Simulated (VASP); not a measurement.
# Mg2Br3 (P1) in VASP: relaxation of cell and atoms with PBE

Aim: the relaxation of cell and atoms of Mg2Br3 with PBE.

All numbers are computed with VASP 6.6.1; they aren't measurements. Logs are shortened: lines on timing, memory, paths and dates and some standing lists are left out, and cuts for length are marked.

## Step 1: The cell of the first run

The typed cell holds 10 atoms: a = 5.147 Å, b = 5.259 Å, c = 10.399 Å, α = 89.12°, β = 90.46°, γ = 91.56°.

## Step 2: Relaxation of cell and atoms, PBE

INCAR reads:

```
SYSTEM = Mg2Br3
  PREC = Accurate
  ENCUT = 600
  EDIFF = 1E-7
  ISMEAR = 0
  SIGMA = 0.2
  LREAL = .FALSE.
  LASPH = .TRUE.
  NELM = 60
  ALGO = Normal
  ISIF = 3
  LWAVE = .FALSE.
  LCHARG = .FALSE.
  GGA = PE
  IBRION = 2
  NSW = 80
  EDIFFG = -0.025
```

KPOINTS reads:

```
regular mesh
0
G
  4 4 2
  0 0 0
```

POSCAR reads:

```
Mg2Br3
1.0
    5.1465770515     -0.0708704070     -0.0204365838
   -0.0708704070      5.2588077159      0.0400354070
   -0.0408731675      0.0800708139     10.3990482192
Mg Br
4 6
Direct
    1.0275763200      0.0200322448      0.5202438599
    1.0335145640      0.0075740370     -0.0019667924
    0.5031106303      0.4648187919      0.2568483155
    0.4940278793      0.5007535976      0.7526519282
   -0.0155882775      0.4625926079      0.2467703496
   -0.0233365550      0.5201437090      0.7468814686
    0.4922057075      0.0199374371      0.2343420252
    0.4715399770      0.0011409888      0.7494380940
    0.5033005813      0.5053485023     -0.0137503215
    0.5136491730      0.4976580836      0.5085410730
```

Potentials or basis: VASP PAW PBE potentials, release 64 (Mg, Br).

On the command line:

```sh
> cat potpaw_PBE.64/Mg/POTCAR potpaw_PBE.64/Br/POTCAR > POTCAR
> mpirun -np 1 vasp_std > vasp.out
```

OUTCAR:

```text
SYSTEM = Mg2Br3
   PREC = Accurate
   ENCUT = 600
   EDIFF = 1E-7
   ISMEAR = 0
   LREAL = .FALSE.
   LASPH = .TRUE.
   NELM = 60
   ISIF = 3
   GGA = PE
   IBRION = 2
   NSW = 80
   EDIFFG = -0.025

 ion  position               nearest neighbor table
   1  0.028  0.020  0.520-
   2  0.034  0.008  0.998-
   3  0.503  0.465  0.257-   7 2.35   5 2.48  10 2.63   5 2.67   9 2.82   7 2.93
   4  0.494  0.501  0.753-   9 2.43   6 2.48  10 2.54   8 2.63   8 2.64   6 2.67
   5  0.984  0.463  0.247-   3 2.48   3 2.67
   6  0.977  0.520  0.747-   4 2.48   4 2.67
   7  0.492  0.020  0.234-   3 2.35   3 2.93
   8  0.472  0.001  0.749-   4 2.63   4 2.64
   9  0.503  0.505  0.986-   4 2.43   3 2.82
  10  0.514  0.498  0.509-   4 2.54   3 2.63

  LATTYP: Found a triclinic cell.
 ALAT       =     5.1471055571
 B/A-ratio  =     1.4490884826
 C/A-ratio  =     2.4575396018
 COS(alpha) =     0.0010585338
 COS(beta)  =     0.4021542542
 COS(gamma) =     0.7093191761

  Lattice vectors:

 A1 = (   5.1465770515,  -0.0708704070,  -0.0204365838)
 A2 = (   5.2174474585,  -5.3296781229,  -0.0604719908)
 A3 = (   5.1165798120,   5.1078664950, -10.3794493960)

Analysis of symmetry for initial positions (statically):
=====================================================================
 Subroutine PRICEL returns:
 Original cell was already a primitive cell.

 Routine SETGRP: Setting up the symmetry group for a
 triclinic supercell.

 Subroutine GETGRP returns: Found  1 space group operations
 (whereof  1 operations were pure point group operations)
 out of a pool of  2 trial point group operations.

The static configuration has the point symmetry C_1 .

Analysis of symmetry for dynamics (positions and initial velocities):
=====================================================================
 Subroutine PRICEL returns:
 Original cell was already a primitive cell.

 Routine SETGRP: Setting up the symmetry group for a
 triclinic supercell.

 Subroutine GETGRP returns: Found  1 space group operations
 (whereof  1 operations were pure point group operations)
 out of a pool of  2 trial point group operations.

The dynamic configuration has the point symmetry C_1 .

 Subroutine INISYM returns: Found  1 space group operations
 (whereof  1 operations are pure point group operations),
 and found     1 'primitive' translations

----------------------------------------------------------------------------------------

                                     Primitive cell

  volume of cell :     281.3759

  direct lattice vectors                    reciprocal lattice vectors
     5.146577052 -0.070870407 -0.020436584     0.194342842  0.002613402  0.000743736
    -0.070870407  5.258807716  0.040035407     0.002613402  0.190203462 -0.001454261
    -0.040873168  0.080070814 10.399048219     0.000371868 -0.000727130  0.096169707

  length of vectors
     5.147105557  5.259437616 10.399436803     0.194361836  0.190226974  0.096173175

  position of ions in fractional coordinates (direct lattice)
     0.027576320  0.020032245  0.520243860
     0.033514564  0.007574037  0.998033208
     0.503110630  0.464818792  0.256848316
     0.494027879  0.500753598  0.752651928
     0.984411722  0.462592608  0.246770350
     0.976663445  0.520143709  0.746881469
     0.492205707  0.019937437  0.234342025
     0.471539977  0.001140989  0.749438094
     0.503300581  0.505348502  0.986249679
     0.513649173  0.497658084  0.508541073

  ion indices of the primitive-cell ions
   primitive index   ion index
                 1           1
                 2           2
                 3           3
                 4           4
                 5           5
                 6           6
                 7           7
                 8           8
                 9           9
                10          10

----------------------------------------------------------------------------------------

 KPOINTS: regular mesh

Automatic generation of k-mesh.
 Grid dimensions read from file:
 generate k-points for:    4    4    2

 Generating k-lattice:

  Cartesian coordinates                     Fractional coordinates (reciprocal lattice)
     0.048585711  0.000653351  0.000185934     0.250000000 -0.000000000 -0.000000000
     0.000653351  0.047550866 -0.000363565    -0.000000000  0.250000000  0.000000000
     0.000185934 -0.000363565  0.048084854    -0.000000000  0.000000000  0.500000000

  Length of vectors
     0.048590459  0.047556744  0.048086587

  Shift w.r.t. Gamma in fractional coordinates (k-lattice)
     0.000000000  0.000000000  0.000000000

 Subroutine IBZKPT returns following result:
 ===========================================

 Found     20 irreducible k-points:

 Following reciprocal coordinates:
            Coordinates               Weight
  0.000000  0.000000  0.000000      1.000000
  0.250000 -0.000000  0.000000      2.000000
  0.500000 -0.000000  0.000000      1.000000
  0.000000  0.250000  0.000000      2.000000
  0.250000  0.250000  0.000000      2.000000
  0.500000  0.250000  0.000000      2.000000
[... 12 lines left out ...]
  0.250000  0.500000  0.500000      2.000000
  0.500000  0.500000  0.500000      1.000000
   k-points           NKPTS =     20   k-points in BZ     NKDIM =     20   number of bands    NBANDS=     31
   number of dos      NEDOS =    301   number of ions     NIONS =     10
   total plane-waves  NPLWV = 148176
   dimension x,y,z NGX =    42 NGY =   42 NGZ =   84
   dimension x,y,z NGXF=    84 NGYF=   84 NGZF=  168
   ions per type =               4   6
   NGX,Y,Z   is equivalent  to a cutoff of  13.57, 13.28, 13.43 a.u.
   NGXF,Y,Z  is equivalent  to a cutoff of  27.13, 26.55, 26.86 a.u.
 SYSTEM =  Mg2Br3
   PREC   = accura    normal or accurate (medium, high low for compatibility)
   ISTART =      0    job   : 0-new  1-cont  2-samecut
   ICHARG =      2    charge: 1-file 2-atom 10-const
   ISPIN  =      1    spin polarized calculation?
   LNONCOLLINEAR =      F non collinear calculations
   LSORBIT =      F    spin-orbit coupling
   LASPH  =      T    aspherical Exc in radial PAW
   ENCUT  =  600.0 eV  44.10 Ry    6.64 a.u.  10.28 10.50 20.77*2*pi/ulx,y,z
   NELM   =     60;   NELMIN=  2; NELMDL= -5     # of ELM steps
   EDIFF  = 0.1E-06   stopping-criterion for ELM
   LREAL  =      F    real-space projection
   EDIFFG = -.3E-01   stopping-criterion for IOM
   NSW    =     80    number of steps for IOM
   IBRION =      2    ionic relax: 0-MD 1-quasi-New 2-CG
   NFREE  =      1    steps in history (QN), initial steepest desc. (CG)
   ISIF   =      3    stress and relaxation
   ISYM   =      2    0-nonsym 1-usesym 2-fastsym
   POTIM  = 0.5000    time-step for ionic-motion
   TEBEG  =    0.0;   TEEND  =   0.0 temperature during run
   PSTRESS=    0.0 pullay stress
   NELECT =      50.0000    total number of electrons
   NUPDOWN=      -1.0000    fix difference up-down
   EMIN   =  10.00;   EMAX   =-10.00  energy-range for DOS
   EFERMI =   0.00;   METHOD = LEGACY
   ISMEAR =     0;   SIGMA  =   0.20  broadening in eV -4-tet -1-fermi 0-gaus
   EFERMI_NEDOS =   21; number of points for ismear=-14 and -15
   IALGO  =     38    algorithm
   IMIX   =      4    mixing-type and parameters
     AMIX     =   0.40;   BMIX     =  1.00
     AMIX_MAG =   1.60;   BMIX_MAG =  1.00
  volume/ion in A,a.u.               =      28.14       189.88
  Fermi-wavevector in a.u.,A,eV,Ry     =   0.920384  1.739274 11.525594  0.847107
  Thomas-Fermi vector in A             =   2.045684
   LORBIT       =      0    0 simple, 1 ext, 2 COOP (PROOUT), +10 PAW based schemes
   GGA     = PE    functional components
   LHFCALC =     F    Hartree Fock is set to
   AEXX    =    0.0000 exact exchange contribution
   IVDW    =     0    specifies the selected vdW correction
   LEPSILON=     F    determine dielectric tensor
   LRPA    =     F    only Hartree local field effects (RPA)
 conjugate gradient relaxation of ions
 non-spin polarized calculation
 Gauss-broadening in eV      SIGMA  =   0.20
  energy-cutoff  :      600.00
  volume of cell :      281.38
 maximum number of plane-waves:      9410
 NGX is ok and might be reduce to    42
   NGX = 21   NGY = 21   NGZ = 41

--------------------------------------- Ionic step        1  -------------------------------------------

 number of electron      50.0000001 magnetization

 Free energy of the ion-electron system (eV)
  ---------------------------------------------------
  ext. energy  EPLUGINS =         0.00000000
  ---------------------------------------------------
  free energy    TOTEN  =       -24.52480827 eV

  energy without entropy =      -24.42142970  energy(sigma->0) =      -24.47311899

------------------------ aborting loop because EDIFF is reached ----------------------------------------

  FORCE on cell =-STRESS in cart. coord.  units (eV):
  Direction    XX          YY          ZZ          XY          YZ          ZX
  --------------------------------------------------------------------------------------
  -------------------------------------------------------------------------------------
  Total        3.7312450      3.7220641      3.3092397      0.6043998      0.0552411      0.0774727
  in kB       21.2460147     21.1937380     18.8430817      3.4415022      0.3145471      0.4411358
  external PRESSURE =      20.4276114 kB  Pullay stress =       0.0000000 kB
[... 113 lines left out ...]
  FREE ENERGIE OF THE ION-ELECTRON SYSTEM (eV)
  ---------------------------------------------------
  free  energy   TOTEN  =       -24.9212133578 eV

  energy  without entropy=      -24.8116001097  energy(sigma->0) =      -24.86640673

[... ionic steps 4 to 37 ...]

--------------------------------------- Ionic step       38  -------------------------------------------

 number of electron      49.9999999 magnetization

------------------------ aborting loop because EDIFF is reached ----------------------------------------

  FORCE on cell =-STRESS in cart. coord.  units (eV):
  Direction    XX          YY          ZZ          XY          YZ          ZX
  --------------------------------------------------------------------------------------
  -------------------------------------------------------------------------------------
  Total        0.0115959     -0.0159684      0.0000450      0.0175103     -0.0344727     -0.0144280
  in kB        0.0598695     -0.0824446      0.0002326      0.0904053     -0.1779820     -0.0744916
  external PRESSURE =      -0.0074475 kB  Pullay stress =       0.0000000 kB
[... 73 lines left out ...]
  energy  without entropy=      -25.4497259284  energy(sigma->0) =      -25.50982825

--------------------------------------- Ionic step       40  -------------------------------------------

 number of electron      50.0000000 magnetization

 Free energy of the ion-electron system (eV)
  ---------------------------------------------------
  ext. energy  EPLUGINS =         0.00000000
  ---------------------------------------------------
  free energy    TOTEN  =       -25.57058551 eV

  energy without entropy =      -25.45040896  energy(sigma->0) =      -25.51049723

 E-fermi :   2.5754     XC(G=0):  -7.7491

 val. band max:        2.5059106244   @ k =   0.2500   0.2500   0.5000
 cond. band min:       2.5871125577   @ k =  -0.2500   0.2500   0.5000
 fundamental gap:      0.0812019333
 Fermi energy:         2.5754382012

 k-point     1 :       0.0000    0.0000    0.0000
  band No.  band energies     occupation
      1     -14.4010      2.00000
      2     -14.1908      2.00000
      3     -13.9112      2.00000
      4     -13.6968      2.00000
      5     -13.6850      2.00000
      6     -13.6773      2.00000
[... 706 lines left out ...]
  FREE ENERGIE OF THE ION-ELECTRON SYSTEM (eV)
  ---------------------------------------------------
  free  energy   TOTEN  =       -25.5705855062 eV

  energy  without entropy=      -25.4504089593  energy(sigma->0) =      -25.51049723

 reached required accuracy - stopping structural energy minimisation
```

Run time: 61 min. Hardware: 1 thread of Intel Xeon 6975P-C (Granite Rapids), shared host; peak memory 0.55 GiB.

Results:

| Quantity | Value |
| --- | --- |
| Free energy | -25.5706 eV |
| Relaxed volume | 31.01 Å³/atom |
| Relaxed cell | a = 5.374 Å, b = 5.371 Å, c = 10.752 Å, α = 88.57°, β = 88.75°, γ = 88.69° |
| Space group after relaxing (to 0.1 Å) | P1 (No. 1) |
| Energy gained by relaxing | 104.6 meV/atom |
| Ionic steps | 40 |
| Pressure after relaxing | 0.0 GPa |
| Largest force after relaxing | 0.020 eV/Å |
| Band gap on the k mesh | zero (bands 25 and 26 overlap by 0.78 eV) |

Forces in eV/Å, atoms in the order of the input:
```
Mg   0.012 -0.010  0.004
Mg   0.010 -0.004 -0.001
Mg  -0.004  0.012 -0.001
Mg   0.001 -0.002 -0.001
Br  -0.004  0.006 -0.008
Br  -0.006 -0.003 -0.005
Br   0.002  0.000  0.007
Br   0.005  0.004 -0.007
Br  -0.020 -0.003  0.003
Br   0.003  0.001  0.009
```

The path:
```tsv
step	energy change (eV)	largest force (eV/Å)	pressure (GPa)	volume (Å³)
1	0.0000	1.9577	2.04	281.38
2	-0.3724	0.5841	-0.20	296.24
3	-0.3964	0.2811	-0.81	302.19
4	-0.4443	0.2390	-0.39	296.63
5	-0.4662	0.2609	0.21	290.02
6	-0.4834	0.2782	0.17	290.45
7	-0.5231	0.3228	0.08	291.69
8	-0.5469	0.5585	0.10	294.01
9	-0.5549	0.5621	0.09	294.32
10	-0.5786	0.5742	0.06	295.24
11	-0.6229	0.6031	0.02	297.08
12	-0.6919	0.6707	0.05	300.73
13	-0.6715	0.7941	0.60	307.92
14	-0.7169	0.7205	0.17	303.15
15	-0.7834	0.5607	0.04	304.96
16	-0.8899	0.3537	-0.15	310.33
17	-0.8973	0.3412	-0.16	312.02
18	-0.9382	0.2510	-0.07	310.92
19	-0.9596	0.1477	0.12	309.35
20	-0.9705	0.1273	-0.04	311.20
21	-0.9769	0.1455	-0.29	314.28
22	-0.9844	0.1415	-0.18	313.05
23	-0.9958	0.1255	0.14	309.38
24	-1.0047	0.1225	0.08	310.13
25	-1.0123	0.1090	-0.01	311.66
26	-1.0174	0.0922	-0.01	311.88
27	-1.0217	0.0649	0.00	312.29
28	-1.0264	0.0606	-0.02	312.55
29	-1.0297	0.0848	-0.04	312.95
30	-1.0340	0.0488	0.04	311.75
31	-1.0356	0.0570	0.14	310.48
32	-1.0380	0.0499	0.03	311.55
33	-1.0389	0.0573	-0.09	312.82
34	-1.0407	0.0475	-0.06	312.13
35	-1.0419	0.0330	0.00	310.94
36	-1.0427	0.0291	0.00	310.80
37	-1.0437	0.0341	0.00	310.38
38	-1.0447	0.0255	0.00	310.32
39	-1.0451	0.0306	0.00	310.24
40	-1.0458	0.0202	0.02	310.07
```

Final structure:
```
Mg Br
1.0
     5.37319    0.06460    0.05820
     0.05777    5.36977    0.06977
     0.11637    0.12813   10.75073
Mg Br
4 6
Direct
  0.09417 0.10913 0.55473
  0.11185 0.10998 0.05062
  0.49166 0.48372 0.24511
  0.48785 0.49064 0.74349
  0.98173 0.45796 0.23139
  0.97799 0.46766 0.73364
  0.46568 0.97521 0.22882
  0.45846 0.98074 0.73340
  0.46908 0.46306 0.98921
  0.46152 0.46187 0.48959
```
